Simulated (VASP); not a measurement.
# Zn in VASP: a series of runs, part 2 of 2

VASP 6.6.1.

## (3) Single point, PBE

INCAR

```
SYSTEM = Zn
PREC = Accurate
ENCUT = 520
EDIFF = 1E-6
ISMEAR = 0
SIGMA = 0.1
LREAL = .False.
LASPH = .True.
NELM = 100
ALGO = Normal
ISIF = 2
LWAVE = .False.
LCHARG = .False.
LDIPOL = .True.
IDIPOL = 3
DIPOL = 0.5 0.5 0.294
GGA = PE
NBANDS = 32
```

KPOINTS

```
regular mesh
0
Gamma
  10 10 1
  0 0 0
```

POSCAR

```
Zn
1.0
    5.0092382517      0.0000000000      0.0000000000
    0.0000000000      5.0092382517      0.0000000000
    0.0000000000      0.0000000000     23.8000000000
Zn
4
Direct
    0.7500008699      0.7500008699      0.2941176471
    0.2499991301      0.2499991301      0.2941176471
    0.7500008699      0.2499991301      0.2941176471
    0.2499991301      0.7500008699      0.2941176471
```

Potentials or basis: VASP PAW PBE potentials, release 64 (Zn).

Started as:

```console
$ cat potpaw_PBE.64/Zn/POTCAR > POTCAR
$ mpirun -np 1 vasp_std > vasp.out
```

OUTCAR:

```text
SYSTEM = Zn
   PREC = Accurate
   ENCUT = 520
   EDIFF = 1E-6
   ISMEAR = 0
   LREAL = .False.
   LASPH = .True.
   NELM = 100
   ISIF = 2
   GGA = PE

 ion  position               nearest neighbor table
   1  0.750  0.750  0.294-   3 2.50   4 2.50   3 2.50   4 2.50
   2  0.250  0.250  0.294-   3 2.50   4 2.50   3 2.50   4 2.50
   3  0.750  0.250  0.294-   1 2.50   2 2.50   1 2.50   2 2.50
   4  0.250  0.750  0.294-   1 2.50   2 2.50   1 2.50   2 2.50

  LATTYP: Found a simple tetragonal cell.
[... 954 lines left out ...]
  --------------------------------------------------------------------------------------
  -------------------------------------------------------------------------------------
  Total        0.1396763      0.1396763     -0.0016284      0.0000000      0.0000000      0.0000000
  in kB        0.3747252      0.3747252     -0.0043686      0.0000000      0.0000000      0.0000000
  external PRESSURE =       0.2483606 kB  Pullay stress =       0.0000000 kB

 VOLUME and BASIS-vectors are now :
 -----------------------------------------------------------------------------
  energy-cutoff  :      520.00
  volume of cell :      597.20
      direct lattice vectors                 reciprocal lattice vectors
     5.009238252  0.000000000  0.000000000     0.199631151  0.000000000  0.000000000
     0.000000000  5.009238252  0.000000000     0.000000000  0.199631151  0.000000000
     0.000000000  0.000000000 23.800000000     0.000000000  0.000000000  0.042016807

 POSITION                                       TOTAL-FORCE (eV/Angst)
 -----------------------------------------------------------------------------------
      3.75693      3.75693      7.00000         0.000000      0.000000      0.000000
      1.25231      1.25231      7.00000         0.000000      0.000000      0.000000
      3.75693      1.25231      7.00000         0.000000      0.000000     -0.000000
      1.25231      3.75693      7.00000         0.000000      0.000000      0.000000
 -----------------------------------------------------------------------------------
    total drift:                                0.000000      0.000000      0.000352

  FREE ENERGIE OF THE ION-ELECTRON SYSTEM (eV)
  ---------------------------------------------------
  free  energy   TOTEN  =        -2.2101723907 eV

  energy  without entropy=       -2.1994171356  energy(sigma->0) =       -2.20479476

 vacuum level on the upper side and lower side of the slab         0.744         0.744
```

stdout:

```text
POSCAR found type information on POSCAR Zn
 POSCAR found :  1 types and       4 ions
 scaLAPACK will be used
 LDA part: xc-table for (Slater+PW92), standard interpolation
 POSCAR, INCAR and KPOINTS ok, starting setup
 FFT: planning ... GRIDC
 FFT: planning ... GRID_SOFT
 FFT: planning ... GRID
 WAVECAR not read
 entering main loop
```

Run time: 5.4 min. Hardware: 1 thread of Intel Xeon 6975P-C (Granite Rapids), shared host; peak memory 0.76 GiB.

Results:

```
Free energy            : -2.2102 eV
Band gap on the k mesh : zero (bands 24 and 25 overlap by 1.09 eV)
```

## (4) Single point, PBE

This run uses another cell than the first one.

INCAR

```
SYSTEM = Zn
  PREC = Accurate
  ENCUT = 520
  EDIFF = 1E-6
  ISMEAR = 0
  SIGMA = 0.1
  LREAL = .False.
  LASPH = .True.
  NELM = 60
  ALGO = Normal
  ISIF = 2
  LWAVE = .False.
  LCHARG = .True.
  LDIPOL = .True.
  IDIPOL = 3
  DIPOL = 0.5 0.5 0.294
  GGA = PE
  LELF = .True.
  LVHAR = .True.
  LVACPOTAV = .True.
  NBANDS = 32
```

KPOINTS

```
Automatic mesh
0
Gamma
  10 10 1
  0 0 0
```

POSCAR

```
Zn
1.0
    5.1310461306      0.0000000000      0.0000000000
    0.0000000000      5.1310461306      0.0000000000
    0.0000000000      0.0000000000     23.8000000000
Zn
4
Direct
    0.7502191308      0.7502191308      0.2941176471
    0.2497808692      0.2497808692      0.2941176471
    0.7502191308      0.2497808692      0.2941176471
    0.2497808692      0.7502191308      0.2941176471
```

Potentials or basis: VASP PAW PBE potentials, release 64 (Zn).

Started as:

```console
$ cat potpaw_PBE.64/Zn/POTCAR > POTCAR
$ mpirun -np 1 vasp_std > vasp.out
```

OUTCAR:

```text
SYSTEM = Zn
   PREC = Accurate
   ENCUT = 520
   EDIFF = 1E-6
   ISMEAR = 0
   LREAL = .False.
   LASPH = .True.
   NELM = 60
   ISIF = 2
   GGA = PE

 ion  position               nearest neighbor table
   1  0.750  0.750  0.294-   3 2.56   4 2.56   3 2.57   4 2.57
   2  0.250  0.250  0.294-   3 2.56   4 2.56   3 2.57   4 2.57
   3  0.750  0.250  0.294-   1 2.56   2 2.56   1 2.57   2 2.57
   4  0.250  0.750  0.294-   1 2.56   2 2.56   1 2.57   2 2.57

  LATTYP: Found a simple tetragonal cell.
 ALAT       =     5.1310461306
 C/A-ratio  =     4.6384303306

  Lattice vectors:

 A1 = (   5.1310461306,   0.0000000000,   0.0000000000)
 A2 = (   0.0000000000,   5.1310461306,   0.0000000000)
 A3 = (   0.0000000000,   0.0000000000,  23.8000000000)

Analysis of symmetry for initial positions (statically):
=====================================================================
 Subroutine PRICEL returns:
 Original cell was already a primitive cell.

 Routine SETGRP: Setting up the symmetry group for a
 simple tetragonal supercell.

[... 172 lines left out ...]

 E-fermi :  -3.2165     XC(G=0):  -1.8857

 val. band max:       -3.2191524888   @ k =   0.4000   0.0000   0.0000
 cond. band min:      -3.1861507046   @ k =   0.3000   0.1000   0.0000
 fundamental gap:      0.0330017842
 Fermi energy:        -3.2164769791

 k-point     1 :       0.0000    0.0000    0.0000
  band No.  band energies     occupation
      1     -11.3475      2.00000
      2     -11.1447      2.00000
      3     -11.0473      2.00000
      4     -10.9661      2.00000
      5     -10.9661      2.00000
      6     -10.7206      2.00000
[... 724 lines left out ...]
     31       2.7955      0.00000
     32       2.7967      0.00000

------------------------ aborting loop because EDIFF is reached ----------------------------------------

  FORCE on cell =-STRESS in cart. coord.  units (eV):
  Direction    XX          YY          ZZ          XY          YZ          ZX
  --------------------------------------------------------------------------------------
  -------------------------------------------------------------------------------------
  Total       -0.9831457     -0.9831457      0.0027211      0.0000000      0.0000000      0.0000000
  in kB       -2.5138519     -2.5138519      0.0069577      0.0000000      0.0000000      0.0000000
  external PRESSURE =      -1.6735820 kB  Pullay stress =       0.0000000 kB

 VOLUME and BASIS-vectors are now :
 -----------------------------------------------------------------------------
  energy-cutoff  :      520.00
  volume of cell :      626.60
      direct lattice vectors                 reciprocal lattice vectors
     5.131046131  0.000000000  0.000000000     0.194892031  0.000000000  0.000000000
     0.000000000  5.131046131  0.000000000     0.000000000  0.194892031  0.000000000
     0.000000000  0.000000000 23.800000000     0.000000000  0.000000000  0.042016807

 POSITION                                       TOTAL-FORCE (eV/Angst)
 -----------------------------------------------------------------------------------
      3.84941      3.84941      7.00000        -0.011922     -0.011922      0.000000
      1.28164      1.28164      7.00000         0.011922      0.011922     -0.000000
      3.84941      1.28164      7.00000        -0.011922      0.011922      0.000000
      1.28164      3.84941      7.00000         0.011922     -0.011922      0.000000
 -----------------------------------------------------------------------------------
    total drift:                                0.000000      0.000000      0.001130

  FREE ENERGIE OF THE ION-ELECTRON SYSTEM (eV)
  ---------------------------------------------------
  free  energy   TOTEN  =        -2.1867364566 eV

  energy  without entropy=       -2.1746993459  energy(sigma->0) =       -2.18071790

 vacuum level on the upper side and lower side of the slab         0.709         0.709
```

OSZICAR:

```text
N       E                     dE             d eps       ncg     rms          rms(c)
DAV:   1     0.202690174615E+03    0.20269E+03   -0.18297E+04  1368   0.114E+03
DAV:   2     0.747187934950E+01   -0.19522E+03   -0.19053E+03  1544   0.262E+02
DAV:   3    -0.228897973472E+01   -0.97609E+01   -0.97071E+01  1576   0.711E+01
DAV:   4    -0.240262459128E+01   -0.11364E+00   -0.11359E+00  1464   0.739E+00
[... 10 lines left out ...]
DAV:  15    -0.218670252616E+01   -0.13143E-04   -0.96118E-07   888   0.866E-03    0.287E-03
DAV:  16    -0.218672762654E+01   -0.25100E-04   -0.14932E-06   896   0.314E-03    0.921E-04
DAV:  17    -0.218673252525E+01   -0.48987E-05   -0.12667E-07   912   0.130E-03    0.883E-04
DAV:  18    -0.218673563270E+01   -0.31074E-05   -0.99277E-08   928   0.167E-03    0.127E-04
DAV:  19    -0.218673645660E+01   -0.82390E-06   -0.10829E-08   880   0.242E-04
   1 F= -.21867365E+01 E0= -.21807179E+01  d E =-.120371E-01
```

It took 5 min on 1 thread of Intel Xeon 6975P-C (Granite Rapids), shared host; peak memory 0.77 GiB.

Results:

| Item | Value |
| --- | --- |
| Free energy | -2.1867 eV |
| Largest force | 0.017 eV/Å |
| Band gap on the k mesh | zero (bands 24 and 25 overlap by 1.08 eV) |

Forces in eV/Å, atoms in the order of the input:
```
Zn  -0.012 -0.012  0.000
Zn   0.012  0.012  0.000
Zn  -0.012  0.012  0.000
Zn   0.012 -0.012  0.000
```
